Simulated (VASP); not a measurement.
The system is ScMnS3.

```
Sc Mn S
1.0
     4.67136    0.00000    0.00000
     0.00000    4.67136    0.00000
     0.00000    0.00000    4.67136
Sc Mn S
1 1 3
Direct
  0.50000 0.50000 0.50000
  0.00000 0.00000 0.00000
  0.50000 0.00000 0.00000
  0.00000 0.50000 0.00000
  0.00000 0.00000 0.50000
```

```yaml
Program: VASP 6.6.1
Task: relaxation of cell and atoms
Functional: PBE
Potentials_or_basis: VASP PAW PBE potentials, release 64 (Sc_sv, Mn_pv, S)
Cutoff: 600 eV
k_mesh: 4 × 4 × 4
Occupations: gaussian, width 0.1 eV
Spin: collinear spin, ferromagnetic start
Starting_moments: "[0.0, 4.0, 0.0, 0.0, 0.0] μB"
```

At the start: pressure -6.1 GPa; volume 20.39 Å³/atom.

Task: Where does the relaxation end?

Result: Over 3 steps the energy falls by 35.7 meV/atom and the volume is 18.65 Å³/atom (-8.5 %); space group Pm-3m (No. 221, to 0.05 Å); moment 3.46 μB per cell.

The path:
```tsv
step	energy change (eV)	largest force (eV/Å)	pressure (GPa)	volume (Å³)
1	0.0000	0.0000	-6.14	101.94
2	-0.1619	0.0000	2.23	90.84
3	-0.1786	0.0000	0.05	93.23
```

Final structure:
```
Sc Mn S
1.0
     4.53440    0.00000    0.00000
     0.00000    4.53440    0.00000
     0.00000    0.00000    4.53440
Sc Mn S
1 1 3
Direct
  0.50000 0.50000 0.50000
  0.00000 0.00000 0.00000
  0.50000 0.00000 0.00000
  0.00000 0.50000 0.00000
  0.00000 0.00000 0.50000
```

Caveat: a cell with one magnetic atom can't hold antiferromagnetic order, which such compounds often take.
